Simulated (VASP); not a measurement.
# SrCl2 (Fm-3m) in VASP: a series of runs

SrCl2 is run at these levels: PBE-based screened hybrid with 15 % exact exchange, PBE; tasks: single point.

Everything below comes from runs of VASP 6.6.1. Logs are shortened: lines on timing, memory, paths and dates and some standing lists are left out, and cuts for length are marked.

### 1 The cell of the first run

Symmetry: Fm-3m, No. 225, cubic system. The conventional cell has a = 6.977 Å, b = 6.977 Å, c = 6.977 Å, α = 90.00°, β = 90.00°, γ = 90.00°. Within 4.0 Å of Sr (site symmetry m-3m) lie 8 Cl at 3.02 Å. Cl (site symmetry -43m) has 4 Sr at 3.02 Å and 6 Cl at 3.49 Å within 4.0 Å.

### 2 Single point, PBE-based screened hybrid with 15 % exact exchange

POSCAR reads:

```
SrCl2
1.0
    0.0000000000      3.4883500000      3.4883500000
    3.4883500000      0.0000000000      3.4883500000
    3.4883500000      3.4883500000      0.0000000000
Sr Cl
1 2
Direct
    0.0000000000      0.0000000000      0.0000000000
    0.7500000000      0.7500000000      0.7500000000
    0.2500000000      0.2500000000      0.2500000000
```

INCAR.step1 reads:

```
SYSTEM = SrCl2
PREC = Accurate
ENCUT = 400
EDIFF = 1E-5
ISMEAR = -1
SIGMA = 0.05
LREAL = .False.
LASPH = .True.
NELM = 120
ALGO = Normal
ISIF = 2
LWAVE = .True.
NBANDS = 19
GGA = PE
GGA_COMPAT = .False.
```

INCAR.step2 reads:

```
SYSTEM = SrCl2
PREC = Accurate
ENCUT = 400
EDIFF = 1E-6
ISMEAR = -1
SIGMA = 0.05
LREAL = .False.
LASPH = .True.
NELM = 120
ALGO = Normal
ISIF = 2
LWAVE = .False.
LCHARG = .True.
GGA = PE
LHFCALC = .True.
AEXX = 0.15
HFSCREEN = 0.2
PRECFOCK = Normal
LELF = .True.
LVHAR = .True.
NBANDS = 19
ISTART = 1
GGA_COMPAT = .False.
```

KPOINTS reads:

```
Automatic mesh
0
Gamma
  4 4 4
  0 0 0
```

Potentials or basis: VASP PAW PBE potentials, release 64 (Sr_sv, Cl).

Run with:

```
$ cat potpaw_PBE.64/Sr_sv/POTCAR potpaw_PBE.64/Cl/POTCAR > POTCAR
$ cp INCAR.step1 INCAR
$ mpirun -np 1 vasp_std > vasp.out
$ cp INCAR.step2 INCAR
$ mpirun -np 1 vasp_std > vasp.out
```

OUTCAR:

```text
SYSTEM = SrCl2
   PREC = Accurate
   ENCUT = 400
   EDIFF = 1E-6
   ISMEAR = -1
   LREAL = .False.
   LASPH = .True.
   NELM = 120
   ISIF = 2
   GGA = PE
   LHFCALC = .True.
   AEXX = 0.15
   HFSCREEN = 0.2
   PRECFOCK = Normal
   ISTART = 1

 ion  position               nearest neighbor table
   1  0.000  0.000  0.000-   2 3.02   2 3.02   2 3.02   2 3.02   3 3.02   3 3.02   3 3.02   3 3.02

   2  0.750  0.750  0.750-   1 3.02   1 3.02   1 3.02   1 3.02
   3  0.250  0.250  0.250-   1 3.02   1 3.02   1 3.02   1 3.02

  LATTYP: Found a face centered cubic cell.
 ALAT       =     6.9767000000

  Lattice vectors:

 A1 = (   0.0000000000,   3.4883500000,   3.4883500000)
 A2 = (   3.4883500000,   0.0000000000,   3.4883500000)
 A3 = (   3.4883500000,   3.4883500000,   0.0000000000)

Analysis of symmetry for initial positions (statically):
=====================================================================
 Subroutine PRICEL returns:
 Original cell was already a primitive cell.

 Routine SETGRP: Setting up the symmetry group for a
 face centered cubic supercell.

 Subroutine GETGRP returns: Found 48 space group operations
 (whereof 48 operations were pure point group operations)
 out of a pool of 48 trial point group operations.

The static configuration has the point symmetry O_h .

Analysis of symmetry for dynamics (positions and initial velocities):
=====================================================================
 Subroutine PRICEL returns:
 Original cell was already a primitive cell.

 Routine SETGRP: Setting up the symmetry group for a
 face centered cubic supercell.

 Subroutine GETGRP returns: Found 48 space group operations
 (whereof 48 operations were pure point group operations)
 out of a pool of 48 trial point group operations.

The dynamic configuration has the point symmetry O_h .

 Subroutine INISYM returns: Found 48 space group operations
 (whereof 48 operations are pure point group operations),
 and found     1 'primitive' translations

----------------------------------------------------------------------------------------

                                     Primitive cell

  volume of cell :      84.8966

  direct lattice vectors                    reciprocal lattice vectors
[... 74 lines left out ...]
   EDIFFG = 0.1E-04   stopping-criterion for IOM
   NSW    =      0    number of steps for IOM
   IBRION =     -1    ionic relax: 0-MD 1-quasi-New 2-CG
   NFREE  =      0    steps in history (QN), initial steepest desc. (CG)
   ISIF   =      2    stress and relaxation
   ISYM   =      3    0-nonsym 1-usesym 2-fastsym
   POTIM  = 0.5000    time-step for ionic-motion
   TEBEG  =    0.0;   TEEND  =   0.0 temperature during run
   PSTRESS=    0.0 pullay stress
   NELECT =      24.0000    total number of electrons
   NUPDOWN=      -1.0000    fix difference up-down
   EMIN   =  10.00;   EMAX   =-10.00  energy-range for DOS
   EFERMI =   0.00;   METHOD = LEGACY
   ISMEAR =    -1;   SIGMA  =   0.05  broadening in eV -4-tet -1-fermi 0-gaus
   EFERMI_NEDOS =   21; number of points for ismear=-14 and -15
   IALGO  =     38    algorithm
   IMIX   =      1    mixing-type and parameters
     AMIX     =   0.40;   BMIX     =  1.00
     AMIX_MAG =   1.60;   BMIX_MAG =  1.00
  volume/ion in A,a.u.               =      28.30       190.97
  Fermi-wavevector in a.u.,A,eV,Ry     =   1.074439  2.030396 15.706833  1.154420
  Thomas-Fermi vector in A             =   2.210267
   LORBIT       =      0    0 simple, 1 ext, 2 COOP (PROOUT), +10 PAW based schemes
   GGA     = PE    functional components
   LHFCALC =     T    Hartree Fock is set to
   PRECFOCK=normal    Normal, Fast or Accurate (Low or Medium for compatibility)
   ENCUT4O =  -1.0   cutoff for four orbital integrals eV
   NKREDX  =     1    reduce k-point grid by
   NKREDY  =     1    reduce k-point grid by
   NKREDZ  =     1    reduce k-point grid by
   AEXX    =    0.1500 exact exchange contribution
   HFSCREEN=    0.2000 screening length (either q_TF or 0.3 A-1)
   HFSCREENC=   0.2000 screening length for correlation (either q_TF or 0.3 A-1)
   ENCUTFOCK=  -1.0 apply spherical cutoff to Coloumb kernel
   IVDW    =     0    specifies the selected vdW correction
   LEPSILON=     F    determine dielectric tensor
   LRPA    =     F    only Hartree local field effects (RPA)
 non-spin polarized calculation
  energy-cutoff  :      400.00
  volume of cell :       84.90
 maximum number of plane-waves:      1572
  NGX = 28; NGY = 28; NGZ = 28

 number of electron      24.0000000 magnetization

 Free energy of the ion-electron system (eV)
  ---------------------------------------------------
  ext. energy  EPLUGINS =         0.00000000
  ---------------------------------------------------
  free energy    TOTEN  =       -14.00266851 eV

  energy without entropy =      -14.00266851  energy(sigma->0) =      -14.00266851

 E-fermi :   0.6952     XC(G=0):  -7.4484

 val. band max:       -0.4038161010   @ k =   0.5000   0.5000   0.0000
 cond. band min:       5.7058479351   @ k =   0.0000   0.0000   0.0000
 fundamental gap:      6.1096640361
 Fermi energy:         0.6951865655

 k-point     1 :       0.0000    0.0000    0.0000
  band No.  band energies     occupation
      1     -34.5428      2.00000
      2     -15.7674      2.00000
      3     -15.7674      2.00000
      4     -15.7674      2.00000
      5     -14.4650      2.00000
      6     -13.5698      2.00000
[... 153 lines left out ...]
      6     -13.7328      2.00000
[... 11 lines left out ...]
     18      10.0385      0.00000
     19      11.1400      0.00000

------------------------ aborting loop because EDIFF is reached ----------------------------------------

  FORCE on cell =-STRESS in cart. coord.  units (eV):
  Direction    XX          YY          ZZ          XY          YZ          ZX
  --------------------------------------------------------------------------------------
  -------------------------------------------------------------------------------------
  Total        0.3903145      0.3903145      0.3903145     -0.0000000     -0.0000000      0.0000000
  in kB        7.3660571      7.3660571      7.3660571     -0.0000000     -0.0000000      0.0000000
  external PRESSURE =       7.3660571 kB  Pullay stress =       0.0000000 kB

 VOLUME and BASIS-vectors are now :
 -----------------------------------------------------------------------------
  energy-cutoff  :      400.00
  volume of cell :       84.90
      direct lattice vectors                 reciprocal lattice vectors
     0.000000000  3.488350000  3.488350000    -0.143334241  0.143334241  0.143334241
     3.488350000  0.000000000  3.488350000     0.143334241 -0.143334241  0.143334241
     3.488350000  3.488350000  0.000000000     0.143334241  0.143334241 -0.143334241

 POSITION                                       TOTAL-FORCE (eV/Angst)
 -----------------------------------------------------------------------------------
      0.00000      0.00000      0.00000         0.000000      0.000000      0.000000
      5.23252      5.23252      5.23252         0.000000      0.000000      0.000000
      1.74418      1.74418      1.74418        -0.000000     -0.000000     -0.000000
 -----------------------------------------------------------------------------------
    total drift:                                0.000000      0.000000      0.000000

  FREE ENERGIE OF THE ION-ELECTRON SYSTEM (eV)
  ---------------------------------------------------
  free  energy   TOTEN  =       -14.0026685054 eV

  energy  without entropy=      -14.0026685054  energy(sigma->0) =      -14.00266851
```

OSZICAR.step1:

```text
N       E                     dE             d eps       ncg     rms          rms(c)
DAV:   1     0.118852410934E+03    0.11885E+03   -0.10057E+04   304   0.924E+02
DAV:   2    -0.586450617994E+01   -0.12472E+03   -0.12276E+03   409   0.202E+02
DAV:   3    -0.127969167433E+02   -0.69324E+01   -0.69098E+01   381   0.475E+01
DAV:   4    -0.130556216913E+02   -0.25870E+00   -0.25827E+00   512   0.800E+00
DAV:   5    -0.130581440302E+02   -0.25223E-02   -0.25223E-02   385   0.763E-01    0.130E+01
DAV:   6    -0.127623380364E+02    0.29581E+00   -0.58731E-01   343   0.426E+00    0.832E+00
DAV:   7    -0.127715786845E+02   -0.92406E-02   -0.36593E-01   404   0.353E+00    0.213E+00
DAV:   8    -0.127772750034E+02   -0.56963E-02   -0.55076E-02   353   0.126E+00    0.414E-01
DAV:   9    -0.127781941579E+02   -0.91915E-03   -0.20482E-03   370   0.266E-01    0.147E-01
DAV:  10    -0.127795733147E+02   -0.13792E-02   -0.98739E-04   325   0.177E-01    0.362E-02
DAV:  11    -0.127796674674E+02   -0.94153E-04   -0.60440E-05   383   0.426E-02    0.425E-02
DAV:  12    -0.127796898961E+02   -0.22429E-04   -0.19098E-05   305   0.215E-02    0.320E-03
DAV:  13    -0.127796921563E+02   -0.22602E-05   -0.27073E-06   313   0.853E-03
   1 F= -.12779692E+02 E0= -.12779692E+02  d E =-.110460E-10
```

It took 8.9 min on 1 thread of Intel Xeon 6975P-C (Granite Rapids), shared host; peak memory 0.29 GiB.

Results:

| Quantity | Value |
| --- | --- |
| Free energy | -14.0027 eV |
| Pressure | 0.7 GPa |
| Band gap on the k mesh | 6.11 eV (least direct gap 6.30 eV) |

Caveat: the PAW data sets were made with another functional, which shifts forces and pressure a little.

### 3 Single point, PBE (27.73 Å³/atom)

This run uses another cell than the first one, of 27.73 Å³/atom.

INCAR reads:

```
  PREC = Accurate
  ENCUT = 520
  EDIFF = 1E-7
  ISMEAR = -1
  SIGMA = 0.05
  LREAL = F
  LASPH = T
  NELM = 80
  ALGO = Normal
  ISIF = 2
  LWAVE = F
  LCHARG = F
  GGA = PE
  NBANDS = 19
```

KPOINTS reads:

```
regular mesh
0
Gamma
  7 7 7
```

POSCAR reads:

```
SrCl2
1.0
    0.0000000000      3.4649375496      3.4649375496
    3.4649375496      0.0000000000      3.4649375496
    3.4649375496      3.4649375496      0.0000000000
Sr Cl
1 2
Direct
    0.0000000000      0.0000000000      0.0000000000
    0.7500000000      0.7500000000      0.7500000000
    0.2500000000      0.2500000000      0.2500000000
```

Potentials or basis: VASP PAW PBE potentials, release 64 (Sr_sv, Cl).

Run with:

```
$ cat potpaw_PBE.64/Sr_sv/POTCAR potpaw_PBE.64/Cl/POTCAR > POTCAR
$ mpirun -np 1 vasp_std > vasp.out
```

It took 40 s on 1 thread of Intel Xeon 8259CL, shared host; peak memory 0.21 GiB.

The run converged. Its results:

```
Free energy            : -12.7662 eV
Pressure               : 1.9 GPa
Band gap on the k mesh : 5.45 eV (least direct gap 5.70 eV)
```

Levels at points of the mesh, in eV from the valence-band top:
```csv
k point,band 10,band 11,band 12,band 13,band 14,band 15
"(0.00, 0.00, 0.00)",-0.31,-0.31,-0.31,5.45,6.12,6.12
```

Caveat: an odd mesh through Γ misses points on the zone boundary, where band edges can lie.

### 4 Single point, PBE (28.86 Å³/atom)

This run uses another cell than the first one, of 28.86 Å³/atom.

INCAR reads:

```
PREC = Accurate ; ENCUT = 520
EDIFF = 1E-7 ; ISMEAR = -1
SIGMA = 0.05 ; LREAL = F
LASPH = T ; NELM = 80
ALGO = Normal ; ISIF = 2
LWAVE = F ; LCHARG = T
GGA = PE ; LELF = T
LVHAR = T ; NBANDS = 19
```

KPOINTS reads:

```
Automatic mesh
0
Gamma
  7 7 7
```

POSCAR reads:

```
SrCl2
1.0
    0.0000000000      3.5114523289      3.5114523289
    3.5114523289      0.0000000000      3.5114523289
    3.5114523289      3.5114523289      0.0000000000
Sr Cl
1 2
Direct
    0.0000000000      0.0000000000      0.0000000000
    0.7500000000      0.7500000000      0.7500000000
    0.2500000000      0.2500000000      0.2500000000
```

Run with:

```
$ cat potpaw_PBE.64/Sr_sv/POTCAR potpaw_PBE.64/Cl/POTCAR > POTCAR
$ mpirun -np 1 vasp_std > vasp.out
```

It took 59 s on 1 thread of Intel Xeon 8259CL, shared host; peak memory 0.24 GiB.

It converged, with:

```
Free energy            : -12.7903 eV
Pressure               : 0.3 GPa
Band gap on the k mesh : 5.30 eV (least direct gap 5.59 eV)
```

Levels at points of the mesh, in eV from the valence-band top:
```
           k point  band 9  band 10  band 11  band 12  band 13  band 14  band 15  band 16
(0.00, 0.00, 0.00)   -2.02    -0.30    -0.30    -0.30     5.30     6.14     6.14     9.04
```

Caveat: an odd mesh through Γ misses points on the zone boundary, where band edges can lie.

### 5 Single point, PBE (29.43 Å³/atom)

This run uses another cell than the first one, of 29.43 Å³/atom.

INCAR reads:

```
SYSTEM = SrCl2
PREC = Accurate ; ENCUT = 520
EDIFF = 1E-7 ; ISMEAR = -1
SIGMA = 0.05 ; LREAL = .False.
LASPH = .True. ; NELM = 60
ALGO = Normal ; ISIF = 2
LWAVE = .False. ; LCHARG = .False.
GGA = PE ; NBANDS = 19
```

KPOINTS reads:

```
Automatic mesh
0
Gamma
  7 7 7
  0 0 0
```

POSCAR reads:

```
SrCl2
1.0
    0.0000000000      3.5342546063      3.5342546063
    3.5342546063      0.0000000000      3.5342546063
    3.5342546063      3.5342546063      0.0000000000
Sr Cl
1 2
Direct
    0.0000000000      0.0000000000      0.0000000000
    0.7500000000      0.7500000000      0.7500000000
    0.2500000000      0.2500000000      0.2500000000
```

Run with:

```
$ cat potpaw_PBE.64/Sr_sv/POTCAR potpaw_PBE.64/Cl/POTCAR > POTCAR
$ mpirun -np 1 vasp_std > vasp.out
```

Run time: 57 s. Hardware: 1 thread of Intel Xeon 8259CL, shared host; peak memory 0.25 GiB.

Results (log left out):

```yaml
Free_energy: -12.7909 eV
Pressure: -0.3 GPa
Band_gap_on_the_k_mesh: 5.22 eV (least direct gap 5.51 eV)
```

Levels at points of the mesh, in eV from the valence-band top:
```
           k point  band 8  band 9  band 10  band 11  band 12  band 13  band 14  band 15  band 16  band 17
(0.00, 0.00, 0.00)   -1.96   -1.96    -0.29    -0.29    -0.29     5.22     6.14     6.14     9.00     9.00
```

Caveat: an odd mesh through Γ misses points on the zone boundary, where band edges can lie.

### 6 Overview

```tsv
level	cell	k mesh	cutoff (eV)	grid for exact exchange (PRECFOCK)	share of exact exchange	screening parameter	gap on the mesh (eV)	pressure (GPa)
PBE-based screened hybrid with 15 % exact exchange	a = 4.933 Å, angles 60.0°, 3 atoms	4 × 4 × 4	400	Normal	0.15	0.2 1/Å	6.11	0.7
PBE	a = 4.900 Å, angles 60.0°, 3 atoms	7 × 7 × 7	520	-	-	-	5.45	1.9
PBE	a = 4.966 Å, angles 60.0°, 3 atoms	7 × 7 × 7	520	-	-	-	5.30	0.3
PBE	a = 4.998 Å, angles 60.0°, 3 atoms	7 × 7 × 7	520	-	-	-	5.22	-0.3
```

Alike in all rows: task single point; potentials or basis VASP PAW PBE potentials, release 64 (Sr_sv, Cl); no spin polarisation; smearing fermi-dirac 0.05 eV.

Caveats: an odd mesh through Γ misses points on the zone boundary, where band edges can lie (at least some runs); the PAW data sets were made with another functional, which shifts forces and pressure a little (at least some runs).

Total energies depend on the potentials used, so only differences within one code and one set of settings carry meaning.
